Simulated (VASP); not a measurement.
# Ni (P6_3/mmc) in VASP: notebook, part 3 of 3

VASP 6.6.1. Earlier steps stand in the parts before.

### Step 5. Single point, LDA, collinear spin, ferromagnetic start (9.64 Å³/atom)

This run uses another cell than the first one, of 9.64 Å³/atom.

Contents of INCAR:

```
SYSTEM = Ni
PREC = Accurate ; ENCUT = 520
EDIFF = 1E-6 ; ISMEAR = -1
SIGMA = 0.05 ; LREAL = .False.
LASPH = .True. ; NELM = 150
ALGO = Normal ; ISIF = 2
LWAVE = .False. ; LCHARG = .False.
ISPIN = 2 ; MAGMOM = -0.616 -0.616 -0.63 -0.63
LORBIT = 11 ; LMAXMIX = 4
NBANDS = 32
```

Contents of KPOINTS:

```
Automatic mesh
0
Gamma
  17 17 5
  0 0 0
```

Contents of POSCAR:

```
Ni
1.0
    2.3855956660      0.0000000000      0.0000000000
   -1.1927978330      2.0659864499      0.0000000000
    0.0000000000      0.0000000000      7.8214489294
Ni
4
Direct
    0.0000000000      0.0000000000      1.0000000000
    0.0000000000      0.0000000000      0.5000000000
    0.3333333333      0.6666666667      0.2500000000
    0.6666666667      0.3333333333      0.7500000000
```

Potentials or basis: VASP PAW LDA potentials, release 64 (Ni).

Launch:

```bash
> cat potpaw_LDA.64/Ni/POTCAR > POTCAR
> mpirun -np 1 vasp_std > vasp.out
```

OUTCAR:

```text
SYSTEM = Ni
   PREC = Accurate
   ENCUT = 520
   EDIFF = 1E-6
   ISMEAR = -1
   LREAL = .False.
   LASPH = .True.
   NELM = 150
   ISIF = 2
   ISPIN = 2
   LORBIT = 11

 ion  position               nearest neighbor table
   1  0.000  0.000  0.000-   3 2.39   4 2.39   3 2.39   4 2.39   4 2.39   3 2.39
   2  0.000  0.000  0.500-   3 2.39   4 2.39   3 2.39   4 2.39   4 2.39   3 2.39
   3  0.333  0.667  0.250-   1 2.39   2 2.39   1 2.39   2 2.39   1 2.39   2 2.39
   4  0.667  0.333  0.750-   1 2.39   2 2.39   1 2.39   2 2.39   1 2.39   2 2.39

  LATTYP: Found a hexagonal cell.
 ALAT       =     2.3855956660
 C/A-ratio  =     3.2786146625

  Lattice vectors:

 A1 = (   2.3855956660,   0.0000000000,   0.0000000000)
 A2 = (  -1.1927978330,   2.0659864499,   0.0000000000)
 A3 = (   0.0000000000,   0.0000000000,   7.8214489294)

Analysis of symmetry for initial positions (statically):
=====================================================================
 Subroutine PRICEL returns:
 Original cell was already a primitive cell.

[... 1889 lines left out ...]
  --------------------------------------------------------------------------------------
  -------------------------------------------------------------------------------------
  Total        2.7249346      2.7249346      2.6788656     -0.0000000     -0.0000000      0.0000000
  in kB      113.2544167    113.2544167    111.3396832     -0.0000000     -0.0000000      0.0000000
  external PRESSURE =     112.6161722 kB  Pullay stress =       0.0000000 kB

 VOLUME and BASIS-vectors are now :
 -----------------------------------------------------------------------------
  energy-cutoff  :      520.00
  volume of cell :       38.55
      direct lattice vectors                 reciprocal lattice vectors
     2.385595666  0.000000000  0.000000000     0.419182519  0.242015140  0.000000000
    -1.192797833  2.065986450  0.000000000     0.000000000  0.484030280  0.000000000
     0.000000000  0.000000000  7.821448929     0.000000000  0.000000000  0.127853548

 POSITION                                       TOTAL-FORCE (eV/Angst)
 -----------------------------------------------------------------------------------
      0.00000      0.00000      0.00000        -0.000000      0.000000     -0.000000
      0.00000      0.00000      3.91072        -0.000000      0.000000     -0.000000
     -0.00000      1.37732      1.95536        -0.000000      0.000000      0.000000
      1.19280      0.68866      5.86609         0.000000     -0.000000     -0.000000
 -----------------------------------------------------------------------------------
    total drift:                                0.000000     -0.000000      0.000000

  FREE ENERGIE OF THE ION-ELECTRON SYSTEM (eV)
  ---------------------------------------------------
  free  energy   TOTEN  =       -26.2424021963 eV

  energy  without entropy=      -26.1847414048  energy(sigma->0) =      -26.21357180

 total charge

# of ion       s       p       d       tot
------------------------------------------
    1        0.554   0.612   8.397   9.563
    2        0.554   0.612   8.397   9.563
    3        0.553   0.614   8.395   9.563
    4        0.553   0.614   8.395   9.563
--------------------------------------------------
tot          2.214   2.453  33.585  38.252

 magnetization (x)

# of ion       s       p       d       tot
------------------------------------------
    1        0.005   0.019  -0.570  -0.546
    2        0.005   0.019  -0.570  -0.546
    3        0.005   0.019  -0.585  -0.561
    4        0.005   0.019  -0.585  -0.561
--------------------------------------------------
tot          0.019   0.076  -2.310  -2.214
```

OSZICAR:

```text
N       E                     dE             d eps       ncg     rms          rms(c)
DAV:   1     0.253871797058E+03    0.25387E+03   -0.17167E+04 13312   0.184E+03
DAV:   2    -0.117859117616E+02   -0.26566E+03   -0.24961E+03 12712   0.328E+02
DAV:   3    -0.303283055619E+02   -0.18542E+02   -0.17831E+02 14304   0.111E+02
DAV:   4    -0.306582881272E+02   -0.32998E+00   -0.32960E+00 14464   0.155E+01
DAV:   5    -0.306696519177E+02   -0.11364E-01   -0.11363E-01 16544   0.229E+00    0.232E+01
DAV:   6    -0.272826361668E+02    0.33870E+01   -0.21387E+01 14512   0.750E+01    0.108E+01
DAV:   7    -0.264757120102E+02    0.80692E+00   -0.48033E+00 14616   0.364E+01    0.797E+00
DAV:   8    -0.276880393479E+02   -0.12123E+01   -0.10238E+01 15344   0.585E+01    0.164E+01
DAV:   9    -0.262242031881E+02    0.14638E+01   -0.27673E+00 15784   0.373E+01    0.212E+00
DAV:  10    -0.262418186003E+02   -0.17615E-01   -0.11341E-01 14632   0.304E+00    0.768E-01
DAV:  11    -0.262426391060E+02   -0.82051E-03   -0.32456E-03 17264   0.486E-01    0.582E-01
DAV:  12    -0.262425037969E+02    0.13531E-03   -0.87502E-04 16856   0.414E-01    0.257E-01
DAV:  13    -0.262424459198E+02    0.57877E-04   -0.44698E-04 18632   0.310E-01    0.880E-02
DAV:  14    -0.262424086836E+02    0.37236E-04   -0.64036E-05 17776   0.899E-02    0.279E-02
DAV:  15    -0.262424028051E+02    0.58785E-05   -0.21120E-05 15576   0.821E-02    0.163E-02
DAV:  16    -0.262424021963E+02    0.60872E-06   -0.29033E-06 11016   0.232E-02
   1 F= -.26242402E+02 E0= -.26213572E+02  d E =-.576608E-01  mag=    -2.2239
```

stdout:

```text
POSCAR found type information on POSCAR Ni
 POSCAR found :  1 types and       4 ions
 scaLAPACK will be used
 LDA part: xc-table for (Slater(with rela. corr.)+CA(PZ))
 , standard interpolation
 POSCAR, INCAR and KPOINTS ok, starting setup
 FFT: planning ... GRIDC
 FFT: planning ... GRID_SOFT
 FFT: planning ... GRID
 WAVECAR not read
 entering main loop
```

It took 4.8 min on 1 thread of Intel Xeon Platinum 8488C (Sapphire Rapids), shared host; peak memory 0.26 GiB.

Results:

* Free energy: -26.2424 eV
* Pressure: 11.3 GPa
* Net moment: -2.22 μB per cell
* Site moments: Ni -0.55, -0.56 (each value once) μB
* Valence electrons inside the program's atomic spheres: Ni 9.56

Stress tensor (GPa, compression positive):
```
11.33  0.00  0.00
 0.00 11.33  0.00
 0.00  0.00 11.13
```

Caveat: the cell stands under pressure.

### Step 6. Single point, LDA, collinear spin, ferromagnetic start (10.04 Å³/atom)

Contents of INCAR:

```
PREC = Accurate
ENCUT = 520
EDIFF = 1E-6
ISMEAR = -1
SIGMA = 0.05
LREAL = F
LASPH = T
NELM = 150
ALGO = Normal
ISIF = 2
LWAVE = F
LCHARG = F
ISPIN = 2
MAGMOM = -0.616 -0.616 -0.63 -0.63
LORBIT = 11
LMAXMIX = 4
NBANDS = 32
```

Contents of KPOINTS:

```
Automatic mesh
0
Gamma
  17 17 5
```

Contents of POSCAR:

```
Ni
1.0
    2.4182791200      0.0000000000      0.0000000000
   -1.2091395600      2.0942911514      0.0000000000
    0.0000000000      0.0000000000      7.9286053812
Ni
4
Direct
    0.0000000000      0.0000000000      1.0000000000
    0.0000000000      0.0000000000      0.5000000000
    0.3333333333      0.6666666667      0.2500000000
    0.6666666667      0.3333333333      0.7500000000
```

Potentials or basis: VASP PAW LDA potentials, release 64 (Ni).

Launch:

```bash
> cat potpaw_LDA.64/Ni/POTCAR > POTCAR
> mpirun -np 1 vasp_std > vasp.out
```

OUTCAR:

```text
PREC = Accurate
   ENCUT = 520
   EDIFF = 1E-6
   ISMEAR = -1
   LREAL = F
   LASPH = T
   NELM = 150
   ISIF = 2
   ISPIN = 2
   LORBIT = 11

 ion  position               nearest neighbor table
   1  0.000  0.000  0.000-   3 2.42   4 2.42   4 2.42   3 2.42   4 2.42   3 2.42
   2  0.000  0.000  0.500-   3 2.42   4 2.42   4 2.42   3 2.42   4 2.42   3 2.42
   3  0.333  0.667  0.250-   1 2.42   2 2.42   1 2.42   2 2.42   1 2.42   2 2.42
   4  0.667  0.333  0.750-   1 2.42   2 2.42   1 2.42   2 2.42   1 2.42   2 2.42

  LATTYP: Found a hexagonal cell.
 ALAT       =     2.4182791200
 C/A-ratio  =     3.2786146626

  Lattice vectors:

 A1 = (   2.4182791200,   0.0000000000,   0.0000000000)
 A2 = (  -1.2091395600,   2.0942911514,   0.0000000000)
 A3 = (   0.0000000000,   0.0000000000,   7.9286053812)

Analysis of symmetry for initial positions (statically):
=====================================================================
 Subroutine PRICEL returns:
 Original cell was already a primitive cell.

[... 1888 lines left out ...]
  Direction    XX          YY          ZZ          XY          YZ          ZX
  --------------------------------------------------------------------------------------
  -------------------------------------------------------------------------------------
  Total        0.0269207      0.0269207     -0.0416636      0.0000000      0.0000000      0.0000000
  in kB        1.0741279      1.0741279     -1.6623665      0.0000000      0.0000000      0.0000000
  external PRESSURE =       0.1619631 kB  Pullay stress =       0.0000000 kB

 VOLUME and BASIS-vectors are now :
 -----------------------------------------------------------------------------
  energy-cutoff  :      520.00
  volume of cell :       40.16
      direct lattice vectors                 reciprocal lattice vectors
     2.418279120  0.000000000  0.000000000     0.413517196  0.238744264  0.000000000
    -1.209139560  2.094291151  0.000000000     0.000000000  0.477488528  0.000000000
     0.000000000  0.000000000  7.928605381     0.000000000  0.000000000  0.126125586

 POSITION                                       TOTAL-FORCE (eV/Angst)
 -----------------------------------------------------------------------------------
      0.00000      0.00000      0.00000         0.000000      0.000000      0.000000
      0.00000      0.00000      3.96430         0.000000      0.000000      0.000000
     -0.00000      1.39619      1.98215        -0.000000     -0.000000      0.000000
      1.20914      0.69810      5.94645         0.000000      0.000000     -0.000000
 -----------------------------------------------------------------------------------
    total drift:                                0.000000     -0.000000      0.000000

  FREE ENERGIE OF THE ION-ELECTRON SYSTEM (eV)
  ---------------------------------------------------
  free  energy   TOTEN  =       -26.2970829484 eV

  energy  without entropy=      -26.2366603475  energy(sigma->0) =      -26.26687165

 total charge

# of ion       s       p       d       tot
------------------------------------------
    1        0.534   0.570   8.371   9.475
    2        0.534   0.570   8.371   9.475
    3        0.534   0.572   8.369   9.475
    4        0.534   0.572   8.369   9.475
--------------------------------------------------
tot          2.136   2.283  33.479  37.899

 magnetization (x)

# of ion       s       p       d       tot
------------------------------------------
    1        0.005   0.019  -0.588  -0.564
    2        0.005   0.019  -0.588  -0.564
    3        0.005   0.019  -0.602  -0.578
    4        0.005   0.019  -0.602  -0.578
--------------------------------------------------
tot          0.019   0.076  -2.381  -2.286
```

OSZICAR:

```text
N       E                     dE             d eps       ncg     rms          rms(c)
DAV:   1     0.253109821870E+03    0.25311E+03   -0.17131E+04 13256   0.182E+03
DAV:   2    -0.123919574656E+02   -0.26550E+03   -0.24997E+03 12696   0.327E+02
DAV:   3    -0.304288687797E+02   -0.18037E+02   -0.17309E+02 14392   0.109E+02
DAV:   4    -0.307474390535E+02   -0.31857E+00   -0.31820E+00 14480   0.151E+01
DAV:   5    -0.307582797688E+02   -0.10841E-01   -0.10840E-01 16432   0.221E+00    0.221E+01
DAV:   6    -0.274918162815E+02    0.32665E+01   -0.23158E+01 14432   0.771E+01    0.114E+01
DAV:   7    -0.265025107874E+02    0.98931E+00   -0.51972E+00 14520   0.370E+01    0.748E+00
DAV:   8    -0.278054105096E+02   -0.13029E+01   -0.10056E+01 15344   0.581E+01    0.169E+01
DAV:   9    -0.262809038020E+02    0.15245E+01   -0.27512E+00 15712   0.373E+01    0.201E+00
DAV:  10    -0.262971952895E+02   -0.16291E-01   -0.11830E-01 14432   0.308E+00    0.759E-01
DAV:  11    -0.262977075021E+02   -0.51221E-03   -0.34177E-03 17320   0.503E-01    0.575E-01
DAV:  12    -0.262972711913E+02    0.43631E-03   -0.10757E-03 16864   0.472E-01    0.245E-01
DAV:  13    -0.262971345052E+02    0.13669E-03   -0.50616E-04 18888   0.325E-01    0.812E-02
DAV:  14    -0.262970930332E+02    0.41472E-04   -0.54326E-05 16080   0.704E-02    0.315E-02
DAV:  15    -0.262970842506E+02    0.87826E-05   -0.18664E-05 16336   0.758E-02    0.208E-02
DAV:  16    -0.262970831968E+02    0.10538E-05   -0.50615E-06 11872   0.367E-02    0.660E-03
DAV:  17    -0.262970829484E+02    0.24836E-06   -0.10254E-06  7784   0.161E-02
   1 F= -.26297083E+02 E0= -.26266872E+02  d E =-.604226E-01  mag=    -2.2846
```

Run time: 4.2 min. Hardware: 1 thread of Intel Xeon Platinum 8488C (Sapphire Rapids), shared host; peak memory 0.26 GiB.

Results:

- Free energy: -26.2971 eV
- Pressure: 0.0 GPa
- Net moment: -2.29 μB per cell
- Site moments: Ni -0.56, -0.58 (each value once) μB
- Valence electrons inside the program's atomic spheres: Ni 9.47

Levels at points of the mesh, in eV from the Fermi level:
Spin up:
| k point | band 15 | band 16 | band 17 | band 18 | band 19 | band 20 | band 21 | band 22 |
| --- | --- | --- | --- | --- | --- | --- | --- | --- |
| (0.00, 0.00, 0.00) | -1.68 | -0.95 | -0.95 | -0.60 | -0.60 | -0.42 | -0.33 | -0.33 |
Spin down:
| k point | band 17 | band 18 | band 19 | band 20 | band 21 | band 22 | band 23 | band 24 | band 25 | band 26 |
| --- | --- | --- | --- | --- | --- | --- | --- | --- | --- | --- |
| (0.00, 0.00, 0.00) | -1.48 | -1.17 | -1.17 | -0.91 | -0.91 | -0.53 | -0.53 | -0.45 | 6.27 | 15.19 |

### Step 7. Summary

| spin | cell | k mesh | gap on the mesh (eV) | pressure (GPa) | moment (μB) |
| --- | --- | --- | --- | --- | --- |
| collinear, antiferromagnetic start | a = 2.418, b = 2.418, c = 7.929 Å, angles 90.0, 90.0, 120.0°, 4 atoms | 14 × 14 × 4 | none | -0.9 | 0.00 |
| collinear, ferromagnetic start | a = 2.317, b = 2.317, c = 7.598 Å, angles 90.0, 90.0, 120.0°, 4 atoms | 17 × 17 × 5 | none | 43.7 | 2.12 |
| collinear, ferromagnetic start | a = 2.352, b = 2.352, c = 7.711 Å, angles 90.0, 90.0, 120.0°, 4 atoms | 17 × 17 × 5 | none | 25.6 | 2.17 |
| collinear, ferromagnetic start | a = 2.386, b = 2.386, c = 7.821 Å, angles 90.0, 90.0, 120.0°, 4 atoms | 17 × 17 × 5 | none | 11.3 | 2.22 |
| collinear, ferromagnetic start | a = 2.418, b = 2.418, c = 7.929 Å, angles 90.0, 90.0, 120.0°, 4 atoms | 17 × 17 × 5 | none | 0.0 | 2.29 |

Alike in all rows: task single point; level LDA; potentials or basis VASP PAW LDA potentials, release 64 (Ni); cutoff (eV) 520; smearing fermi-dirac 0.05 eV.

Caveats: the cell stands under pressure (at least some runs); the moments typed at the start vanished in this run (at least some runs).

Absolute energies hang on the potentials; compare differences alone.
